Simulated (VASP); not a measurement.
# Ru (R-3m) in VASP: further runs

Runs on Ru. Level: PBE. Tasks: relaxation of cell and atoms, single point.

All numbers are computed with VASP 6.6.1; they aren't measurements. Logs are shortened: lines on timing, memory, paths and dates and some standing lists are left out, and cuts for length are marked.

## (1) The cell of the first run

It takes space group R-3m (No. 166, trigonal). The conventional cell has a = 3.120 Å, b = 3.120 Å, c = 11.206 Å, α = 90.00°, β = 90.00°, γ = 120.00°. Ru (site symmetry 3m) has 1 Ru at 1.29 Å within 1.7 Å.

## (2) Relaxation of cell and atoms, PBE

The input, INCAR:

```
SYSTEM = Ru
ALGO     = Normal         ! electronic algorithm
EDIFF    = 1E-7           ! SCF threshold, eV
EDIFFG   = -0.04          ! ionic threshold
ENCUT    = 560            ! plane-wave cutoff, eV
GGA      = PE             ! functional
GGA_COMPAT= .FALSE.      
IBRION   = 2              ! ionic algorithm
ISIF     = 3              ! what is computed and relaxed
ISMEAR   = 0              ! smearing method
LASPH    = .TRUE.         ! aspherical terms in the spheres
LCHARG   = .FALSE.        ! write CHGCAR
LREAL    = .FALSE.        ! projectors in reciprocal space
LWAVE    = .FALSE.        ! write WAVECAR
NELM     = 120            ! most SCF steps
NELMIN   = 4            
NSW      = 90             ! ionic steps
PREC     = Accurate       ! precision mode
SIGMA    = 0.1            ! smearing width, eV
```

The input, KPOINTS:

```
k-points
0
G
  6 6 6
  0 0 0
```

The input, POSCAR:

```
Ru
1.0
    1.5599797362      0.9006547206      3.7354709579
   -1.5599797362      0.9006547206      3.7354709579
    0.0000000000     -1.8013094413      3.7354709579
Ru
2
Direct
    0.0577000000      0.0577000000      0.0577000000
    0.9423000000      0.9423000000      0.9423000000
```

Potentials or basis: VASP PAW PBE potentials, release 64 (Ru_sv).

Run with:

```console
$ cat potpaw_PBE.64/Ru_sv/POTCAR > POTCAR
$ mpirun -np 1 vasp_std > vasp.out
```

OUTCAR:

```text
SYSTEM = Ru
   EDIFF = 1E-7
   EDIFFG = -0.04
   ENCUT = 560
   GGA = PE
   IBRION = 2
   ISIF = 3
   ISMEAR = 0
   LASPH = .TRUE.
   LREAL = .FALSE.
   NELM = 120
   NELMIN = 4
   NSW = 90
   PREC = Accurate

 ion  position               nearest neighbor table
   1  0.058  0.058  0.058-   2 1.29
   2  0.942  0.942  0.942-   1 1.29

 -----------------------------------------------------------------------------
|                                                                             |
|           W    W    AA    RRRRR   N    N  II  N    N   GGGG   !!!           |
|           W    W   A  A   R    R  NN   N  II  NN   N  G    G  !!!           |
|           W    W  A    A  R    R  N N  N  II  N N  N  G       !!!           |
|           W WW W  AAAAAA  RRRRR   N  N N  II  N  N N  G  GGG   !            |
|           WW  WW  A    A  R   R   N   NN  II  N   NN  G    G                |
|           W    W  A    A  R    R  N    N  II  N    N   GGGG   !!!           |
|                                                                             |
|     The distance between some ions is very small. Please check the          |
|     nearest-neighbor list in the OUTCAR file.                               |
|     I HOPE YOU KNOW WHAT YOU ARE DOING!                                     |
|                                                                             |
 -----------------------------------------------------------------------------

  LATTYP: Found a trigonal (rhomboedric) cell.
 ALAT       =     4.1471024801
 COS(alpha) =     0.7170052526

  Lattice vectors:

 A1 = (   1.5599797362,   0.9006547206,   3.7354709579)
 A2 = (  -1.5599797362,   0.9006547206,   3.7354709579)
 A3 = (   0.0000000000,  -1.8013094413,   3.7354709579)

Analysis of symmetry for initial positions (statically):
=====================================================================
 Subroutine PRICEL returns:
 Original cell was already a primitive cell.

 Routine SETGRP: Setting up the symmetry group for a
 trigonal (rhombohedral) supercell.

 Subroutine GETGRP returns: Found 12 space group operations
 (whereof 12 operations were pure point group operations)
 out of a pool of 12 trial point group operations.

The static configuration has the point symmetry D_3d.

Analysis of symmetry for dynamics (positions and initial velocities):
=====================================================================
 Subroutine PRICEL returns:
 Original cell was already a primitive cell.

 Routine SETGRP: Setting up the symmetry group for a
 trigonal (rhombohedral) supercell.

 Subroutine GETGRP returns: Found 12 space group operations
 (whereof 12 operations were pure point group operations)
 out of a pool of 12 trial point group operations.

The dynamic configuration has the point symmetry D_3d.

 Subroutine INISYM returns: Found 12 space group operations
 (whereof 12 operations are pure point group operations),
 and found     1 'primitive' translations

----------------------------------------------------------------------------------------

                                     Primitive cell

  volume of cell :      31.4901

  direct lattice vectors                    reciprocal lattice vectors
     1.559979736  0.900654721  3.735470958     0.320516984  0.185050567  0.089234621
    -1.559979736  0.900654721  3.735470958    -0.320516984  0.185050567  0.089234621
     0.000000000 -1.801309441  3.735470958     0.000000000 -0.370101134  0.089234621

  length of vectors
     4.147102480  4.147102480  4.147102480     0.380706799  0.380706799  0.380706799

  position of ions in fractional coordinates (direct lattice)
     0.057700000  0.057700000  0.057700000
     0.942300000  0.942300000  0.942300000

  ion indices of the primitive-cell ions
   primitive index   ion index
                 1           1
                 2           2

----------------------------------------------------------------------------------------

 KPOINTS: k-points

Automatic generation of k-mesh.
 Grid dimensions read from file:
 generate k-points for:    6    6    6

 Generating k-lattice:

  Cartesian coordinates                     Fractional coordinates (reciprocal lattice)
     0.053419497  0.030841761  0.014872437     0.166666667  0.000000000  0.000000000
    -0.053419497  0.030841761  0.014872437     0.000000000  0.166666667  0.000000000
     0.000000000 -0.061683522  0.014872437     0.000000000  0.000000000  0.166666667

  Length of vectors
     0.063451133  0.063451133  0.063451133

  Shift w.r.t. Gamma in fractional coordinates (k-lattice)
     0.000000000  0.000000000  0.000000000

 Subroutine IBZKPT returns following result:
 ===========================================

 Found     32 irreducible k-points:

 Following reciprocal coordinates:
            Coordinates               Weight
  0.000000  0.000000  0.000000      1.000000
  0.166667 -0.000000  0.000000      6.000000
  0.333333  0.000000  0.000000      6.000000
  0.500000  0.000000  0.000000      3.000000
  0.166667  0.166667  0.000000      6.000000
  0.333333  0.166667  0.000000     12.000000
[... 16 lines left out ...]
  0.500000  0.500000  0.166667      6.000000
 -0.333333  0.500000  0.166667     12.000000
 [... further k-points ...]
   k-points           NKPTS =     32   k-points in BZ     NKDIM =     32   number of bands    NBANDS=     20
   number of dos      NEDOS =    301   number of ions     NIONS =      2
   total plane-waves  NPLWV =  32768
   dimension x,y,z NGX =    32 NGY =   32 NGZ =   32
   dimension x,y,z NGXF=    64 NGYF=   64 NGZF=   64
   ions per type =               2
   NGX,Y,Z   is equivalent  to a cutoff of  12.83, 12.83, 12.83 a.u.
   NGXF,Y,Z  is equivalent  to a cutoff of  25.66, 25.66, 25.66 a.u.
 SYSTEM =  Ru
   PREC   = accura    normal or accurate (medium, high low for compatibility)
   ISTART =      0    job   : 0-new  1-cont  2-samecut
   ICHARG =      2    charge: 1-file 2-atom 10-const
   ISPIN  =      1    spin polarized calculation?
   LNONCOLLINEAR =      F non collinear calculations
   LSORBIT =      F    spin-orbit coupling
   LASPH  =      T    aspherical Exc in radial PAW
   ENCUT  =  560.0 eV  41.16 Ry    6.42 a.u.   8.00  8.00  8.00*2*pi/ulx,y,z
   NELM   =    120;   NELMIN=  4; NELMDL= -5     # of ELM steps
   EDIFF  = 0.1E-06   stopping-criterion for ELM
   LREAL  =      F    real-space projection
   EDIFFG = -.4E-01   stopping-criterion for IOM
   NSW    =     90    number of steps for IOM
   IBRION =      2    ionic relax: 0-MD 1-quasi-New 2-CG
   NFREE  =      1    steps in history (QN), initial steepest desc. (CG)
   ISIF   =      3    stress and relaxation
   ISYM   =      2    0-nonsym 1-usesym 2-fastsym
   POTIM  = 0.5000    time-step for ionic-motion
   TEBEG  =    0.0;   TEEND  =   0.0 temperature during run
   PSTRESS=    0.0 pullay stress
   NELECT =      32.0000    total number of electrons
   NUPDOWN=      -1.0000    fix difference up-down
   EMIN   =  10.00;   EMAX   =-10.00  energy-range for DOS
   EFERMI =   0.00;   METHOD = LEGACY
   ISMEAR =     0;   SIGMA  =   0.10  broadening in eV -4-tet -1-fermi 0-gaus
   EFERMI_NEDOS =   21; number of points for ismear=-14 and -15
   IALGO  =     38    algorithm
   IMIX   =      4    mixing-type and parameters
     AMIX     =   0.40;   BMIX     =  1.00
     AMIX_MAG =   1.60;   BMIX_MAG =  1.00
  volume/ion in A,a.u.               =      15.75       106.25
  Fermi-wavevector in a.u.,A,eV,Ry     =   1.645888  3.110277 36.857451  2.708946
  Thomas-Fermi vector in A             =   2.735609
   LORBIT       =      0    0 simple, 1 ext, 2 COOP (PROOUT), +10 PAW based schemes
   GGA     = PE    functional components
   LHFCALC =     F    Hartree Fock is set to
   AEXX    =    0.0000 exact exchange contribution
   IVDW    =     0    specifies the selected vdW correction
   LEPSILON=     F    determine dielectric tensor
   LRPA    =     F    only Hartree local field effects (RPA)
 conjugate gradient relaxation of ions
 non-spin polarized calculation
 Gauss-broadening in eV      SIGMA  =   0.10
  energy-cutoff  :      560.00
  volume of cell :       31.49
 maximum number of plane-waves:       966
   NGX = 15   NGY = 15   NGZ = 15

--------------------------------------- Ionic step        1  -------------------------------------------

 number of electron      31.9999998 magnetization

 Free energy of the ion-electron system (eV)
  ---------------------------------------------------
  ext. energy  EPLUGINS =         0.00000000
  ---------------------------------------------------
  free energy    TOTEN  =        26.52670557 eV

  energy without entropy =       26.53916343  energy(sigma->0) =       26.53293450

------------------------ aborting loop because EDIFF is reached ----------------------------------------

  FORCE on cell =-STRESS in cart. coord.  units (eV):
  Direction    XX          YY          ZZ          XY          YZ          ZX
  --------------------------------------------------------------------------------------
  -------------------------------------------------------------------------------------
  Total       -1.0605410     -1.0605410    299.1292854      0.0000000     -0.0000000      0.0000000
  in kB      -53.9590289    -53.9590289  15219.3328269      0.0000000     -0.0000001      0.0000000
  external PRESSURE =    5037.1382564 kB  Pullay stress =       0.0000000 kB
[... 2321 lines left out ...]
      6     -32.8379      2.00000
[... 12 lines left out ...]
     19      13.1421      0.00000
     20      14.0954      0.00000

 [... further k-points ...]

[... ionic steps 4 to 21 ...]

--------------------------------------- Ionic step       22  -------------------------------------------

 number of electron      32.0000001 magnetization

------------------------ aborting loop because EDIFF is reached ----------------------------------------

  FORCE on cell =-STRESS in cart. coord.  units (eV):
  Direction    XX          YY          ZZ          XY          YZ          ZX
  --------------------------------------------------------------------------------------
  -------------------------------------------------------------------------------------
  Total        0.0221454      0.0221454      0.2260914      0.0000000     -0.0000000      0.0000000
  in kB        1.2159562      1.2159562     12.4142030      0.0000000     -0.0000000      0.0000000
  external PRESSURE =       4.9487052 kB  Pullay stress =       0.0000000 kB
[... 57 lines left out ...]
  energy  without entropy=      -17.5467438165  energy(sigma->0) =      -17.55312412

--------------------------------------- Ionic step       24  -------------------------------------------

 number of electron      32.0000000 magnetization

 Free energy of the ion-electron system (eV)
  ---------------------------------------------------
  ext. energy  EPLUGINS =         0.00000000
  ---------------------------------------------------
  free energy    TOTEN  =       -17.55952178 eV

  energy without entropy =      -17.54679552  energy(sigma->0) =      -17.55315865

 E-fermi :  13.7204     XC(G=0): -13.6989

 val. band max:       13.6923539407   @ k =   0.5000   0.1667   0.0000
 cond. band min:      13.7305653835   @ k =  -0.3333   0.5000   0.1667
 fundamental gap:      0.0382114428
 Fermi energy:        13.7204011078

 k-point     1 :       0.0000    0.0000    0.0000
  band No.  band energies     occupation
      1     -59.2310      2.00000
      2     -59.0353      2.00000
      3     -29.7351      2.00000
      4     -28.7602      2.00000
      5     -28.7602      2.00000
      6     -28.6854      2.00000
[... 572 lines left out ...]
  FREE ENERGIE OF THE ION-ELECTRON SYSTEM (eV)
  ---------------------------------------------------
  free  energy   TOTEN  =       -17.5595217803 eV

  energy  without entropy=      -17.5467955179  energy(sigma->0) =      -17.55315865

 reached required accuracy - stopping structural energy minimisation
```

Wall time 4.8 min (1 thread of Intel Xeon Platinum 8488C (Sapphire Rapids), shared host); peak memory 0.19 GiB.

What came out:

```
Free energy                           : -17.5595 eV
Relaxed volume                        : 14.62 Å³/atom
Relaxed cell                          : a = 4.851 Å, b = 4.851 Å, c = 4.851 Å, α = 32.46°, β = 32.46°, γ = 32.46°
Space group after relaxing (to 0.1 Å) : R-3m (No. 166)
Pressure after relaxing               : -0.3 GPa
Largest force after relaxing          : 0.020 eV/Å
Band gap on the k mesh                : zero (bands 16 and 17 overlap by 2.24 eV)
```

Forces on the atoms (eV/Å):
```
Ru   0.000  0.000  0.020
Ru   0.000  0.000 -0.020
```

Final structure:
```
Ru
1.0
     1.35603    0.78291    4.59150
    -1.35603    0.78291    4.59150
     0.00000   -1.56581    4.59150
Ru
2
Direct
  0.90806 0.90806 0.90806
  0.09194 0.09194 0.09194
```

Levels at points of the mesh, in eV from the Fermi level:
```tsv
k point	band 13	band 14	band 15	band 16	band 17	band 18	band 19	band 20
(0.00, 0.00, 0.00)	-2.32	-2.26	-2.26	0.18	0.18	0.48	0.48	0.80
(0.50, 0.00, 0.00)	-1.48	-0.23	-0.14	-0.03	1.60	1.99	3.25	5.41
(0.50, 0.50, 0.00)	-2.55	-1.17	-0.15	1.57	1.71	2.00	4.41	4.64
(0.50, 0.50, 0.50)	-2.52	-2.24	-2.24	-1.17	-0.60	-0.60	1.70	1.70
```

Caveat: the k points lie up to 0.45 Å⁻¹ apart in the final cell, too coarse for converged energies and pressures of a metal; a cell axis changed by over 15 % at a fixed basis, so the end point is rough.

(Continued in part 2 of 2.)

The gap in the log of VASP goes by the Fermi energy; the results here count the filled bands.